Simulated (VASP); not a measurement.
A run of VASP 6.6.1:

File POSCAR:

```
V
1.0
   -1.4938011155      1.4938011155      1.4938011155
    1.4938011155     -1.4938011155      1.4938011155
    1.4938011155      1.4938011155     -1.4938011155
V
1
Direct
    0.0000000000      0.0000000000      0.0000000000
```

The input INCAR.step1:

```
SYSTEM = V
PREC = Accurate ; ENCUT = 520
ISMEAR = 0 ; SIGMA = 0.1
LREAL = .FALSE. ; LASPH = .TRUE.
NELM = 150 ; ISPIN = 2
MAGMOM = 0.27 ; LMAXMIX = 4
NBANDS = 16 ; GGA = PE
ALGO = Normal ; EDIFF = 1E-4
LWAVE = .TRUE. ; LCHARG = .FALSE.
```

Contents of INCAR.step2:

```
SYSTEM = V
PREC = Accurate ; ENCUT = 520
EDIFF = 1E-7 ; ISMEAR = 0
SIGMA = 0.1 ; LREAL = .FALSE.
LASPH = .TRUE. ; NELM = 150
ALGO = Normal ; ISIF = 2
LWAVE = .FALSE. ; LCHARG = .FALSE.
ISPIN = 2 ; MAGMOM = 0.27
LORBIT = 11 ; LMAXMIX = 4
METAGGA = R2SCAN ; LMIXTAU = .TRUE.
NBANDS = 16 ; ISTART = 1
```

The input KPOINTS:

```
regular mesh
0
G
  10 10 10
  0 0 0
```

Potentials or basis: VASP PAW PBE potentials, release 64 (V_sv).

The run is started by

```console
$ cat potpaw_PBE.64/V_sv/POTCAR > POTCAR
$ cp INCAR.step1 INCAR
$ mpirun -np 1 vasp_std > vasp.out
$ cp INCAR.step2 INCAR
$ mpirun -np 1 vasp_std > vasp.out
```

Hardware: 1 thread of Intel(R) Xeon(R) Platinum 8488C (Sapphire Rapids) (shared host).

How long does it take, and how much memory?

It took 51 s on 1 thread of Intel(R) Xeon(R) Platinum 8488C (Sapphire Rapids) (shared host), peak memory 0.14 GiB. Counts: k points 47.
